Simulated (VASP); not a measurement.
# CdH4 (C2/c) in VASP: a series of runs, part 2 of 2

VASP 6.6.1. The steps go on from the part before.

## 3. Single point, PBE

Input file INCAR:

```
PREC = Accurate
ENCUT = 520
EDIFF = 1E-6
ISMEAR = 0
SIGMA = 0.2879
LREAL = F
LASPH = T
NELM = 80
ALGO = Normal
ISIF = 2
LWAVE = F
LCHARG = T
GGA = PE
LELF = T
LVHAR = T
NBANDS = 27
```

Input file KPOINTS:

```
regular mesh
0
Gamma
  5 5 5
```

Input file POSCAR:

```
CdH4
1.0
    0.0000000000      4.4401230000      0.0000000000
    4.3324460000     -2.2200620000      0.0000000000
   -0.1495750000      2.2200620000     -7.4573960000
Cd H
2 8
Direct
    0.9258000000      0.7500000000      0.7500000000
    0.0742000000      0.2500000000      0.2500000000
    0.9698000000      0.4509000000      0.8035000000
    0.3224000000      0.0491000000      0.6965000000
    0.0302000000      0.5491000000      0.1965000000
    0.6776000000      0.9509000000      0.3035000000
    0.7493000000      0.6467000000      0.5765000000
    0.6791000000      0.8533000000      0.9235000000
    0.2507000000      0.3533000000      0.4235000000
    0.3209000000      0.1467000000      0.0765000000
```

Potentials or basis: VASP PAW PBE potentials, release 64 (Cd, H).

Started as:

```
cat potpaw_PBE.64/Cd/POTCAR potpaw_PBE.64/H/POTCAR > POTCAR
mpirun -np 1 vasp_std > vasp.out
```

OUTCAR:

```text
PREC = Accurate
   ENCUT = 520
   EDIFF = 1E-6
   ISMEAR = 0
   LREAL = F
   LASPH = T
   NELM = 80
   ISIF = 2
   GGA = PE

 ion  position               nearest neighbor table
   1  0.926  0.750  0.750-   8 1.65   7 1.65   4 1.68   3 1.68
   2  0.074  0.250  0.250-  10 1.65   9 1.65   6 1.68   5 1.68
   3  0.970  0.451  0.803-   1 1.68
   4  0.322  0.049  0.697-   1 1.68
   5  0.030  0.549  0.197-   2 1.68
   6  0.678  0.951  0.303-   2 1.68
   7  0.749  0.647  0.577-   1 1.65
   8  0.679  0.853  0.923-   1 1.65
   9  0.251  0.353  0.423-   2 1.65
  10  0.321  0.147  0.077-   2 1.65

  LATTYP: Found a base centered monoclinic cell.
 ALAT       =     8.6648920000
 B/A-ratio  =     0.5124268139
 C/A-ratio  =     0.9867854962
 COS(beta)  =    -0.4892023781

  Lattice vectors:

 A1 = (  -4.3324460000,  -2.2200610000,   0.0000000000)
 A2 = (  -4.3324460000,   2.2200620000,   0.0000000000)
 A3 = (   4.1828710000,   0.0000000000,  -7.4573960000)

[... 201 lines left out ...]
  band No.  band energies     occupation
      1     -11.2662      2.00000
      2     -11.2653      2.00000
      3     -11.2530      2.00000
      4     -11.2447      2.00000
      5     -11.2108      2.00000
      6     -11.1891      2.00000
[... 709 lines left out ...]
     26       7.2930      0.00000
     27       7.5090      0.00000

 [... further k-points ...]

------------------------ aborting loop because EDIFF is reached ----------------------------------------

  FORCE on cell =-STRESS in cart. coord.  units (eV):
  Direction    XX          YY          ZZ          XY          YZ          ZX
  --------------------------------------------------------------------------------------
  -------------------------------------------------------------------------------------
  Total        2.0594190      3.4591769      4.3580410     -0.0000002     -0.0000003     -0.0957519
  in kB       23.0006402     38.6338503     48.6728227     -0.0000026     -0.0000030     -1.0694062
  external PRESSURE =      36.7691044 kB  Pullay stress =       0.0000000 kB

 VOLUME and BASIS-vectors are now :
 -----------------------------------------------------------------------------
  energy-cutoff  :      520.00
  volume of cell :      143.45
      direct lattice vectors                 reciprocal lattice vectors
     0.000000000  4.440123000  0.000000000     0.115408273  0.225218986  0.064732773
     4.332446000 -2.220062000  0.000000000     0.230816495  0.000000000 -0.004629549
    -0.149575000  2.220062000 -7.457396000     0.000000000  0.000000000 -0.134095065

 POSITION                                       TOTAL-FORCE (eV/Angst)
 -----------------------------------------------------------------------------------
      3.13715      4.11067     -5.59305        -0.000000      0.281786      0.000000
      1.04572      0.32946     -1.86435        -0.000000     -0.281786      0.000000
      1.83332      5.08883     -5.99202        -1.100128      0.801545     -0.356797
      0.10854      2.86876     -5.19408         1.100128      0.801545      0.356797
      2.34955     -0.64870     -1.46538         1.100128     -0.801545      0.356797
      4.07433      1.57136     -2.26332        -1.100128     -0.801545     -0.356797
      2.71556      3.17114     -4.29919        -0.433206     -0.925671      1.331858
      3.55874      3.17114     -6.88691         0.433206     -0.925671     -1.331858
      1.46731      1.26899     -3.15821         0.433206      0.925671     -1.331858
      0.62413      1.26899     -0.57049        -0.433206      0.925671      1.331858
 -----------------------------------------------------------------------------------
    total drift:                               -0.000000      0.000000     -0.000000

  FREE ENERGIE OF THE ION-ELECTRON SYSTEM (eV)
  ---------------------------------------------------
  free  energy   TOTEN  =       -16.4875971559 eV

  energy  without entropy=      -16.1945965559  energy(sigma->0) =      -16.34109686
```

OSZICAR:

```text
N       E                     dE             d eps       ncg     rms          rms(c)
DAV:   1     0.163237436201E+03    0.16324E+03   -0.14056E+04  2114   0.101E+03
DAV:   2    -0.114070071925E+02   -0.17464E+03   -0.16678E+03  2297   0.253E+02
DAV:   3    -0.179585861087E+02   -0.65516E+01   -0.64666E+01  2529   0.513E+01
DAV:   4    -0.179856517309E+02   -0.27066E-01   -0.27049E-01  2335   0.338E+00
DAV:   5    -0.179858183795E+02   -0.16665E-03   -0.16665E-03  2384   0.231E-01    0.119E+01
DAV:   6    -0.165971079067E+02    0.13887E+01   -0.28045E+00  2325   0.205E+01    0.964E+00
DAV:   7    -0.165113485175E+02    0.85759E-01   -0.68503E-01  2258   0.487E+00    0.418E+00
DAV:   8    -0.164870775222E+02    0.24271E-01   -0.52598E-02  2452   0.165E+00    0.456E-01
DAV:   9    -0.164873184691E+02   -0.24095E-03   -0.40251E-03  2373   0.494E-01    0.140E-01
DAV:  10    -0.164875933643E+02   -0.27490E-03   -0.74198E-04  2309   0.156E-01    0.117E-01
DAV:  11    -0.164875904722E+02    0.28920E-05   -0.14700E-04  2242   0.819E-02    0.128E-02
DAV:  12    -0.164875971508E+02   -0.66786E-05   -0.30987E-05  2363   0.288E-02    0.104E-02
DAV:  13    -0.164875971559E+02   -0.50495E-08   -0.31406E-06  2034   0.102E-02
   1 F= -.16487597E+02 E0= -.16341097E+02  d E =-.293001E+00
```

It took 2.7 min on 1 thread of Oxide Virtual Turin-like, shared host; peak memory 0.28 GiB.

What came out:

```yaml
Free_energy: -16.4876 eV
Pressure: 3.7 GPa
Largest_force: 1.679 eV/Å
Band_gap_on_the_k_mesh: zero (bands 16 and 17 overlap by 0.85 eV)
```

Forces on the atoms (eV/Å):
```
Cd   0.000  0.282  0.000
Cd   0.000 -0.282  0.000
H   -1.100  0.802 -0.357
H    1.100  0.802  0.357
H    1.100 -0.802  0.357
H   -1.100 -0.802 -0.357
H   -0.433 -0.926  1.332
H    0.433 -0.926 -1.332
H    0.433  0.926 -1.332
H   -0.433  0.926  1.332
```

Stress tensor (GPa, compression positive):
```
 2.30  0.00 -0.11
 0.00  3.86  0.00
-0.11  0.00  4.87
```

Levels at points of the mesh, in eV from the Fermi level:
| k point | band 12 | band 13 | band 14 | band 15 | band 16 | band 17 | band 18 | band 19 | band 20 | band 21 |
| --- | --- | --- | --- | --- | --- | --- | --- | --- | --- | --- |
| (0.00, 0.00, 0.00) | -4.49 | -1.97 | 0.24 | 0.36 | 0.57 | 0.58 | 0.83 | 7.03 | 7.66 | 7.73 |

Caveat: the cell stands under pressure; so wide a smearing shifts energies and pressures; forces of over 1 eV/Å act on the atoms, so gaps and moduli don't describe the material at rest.
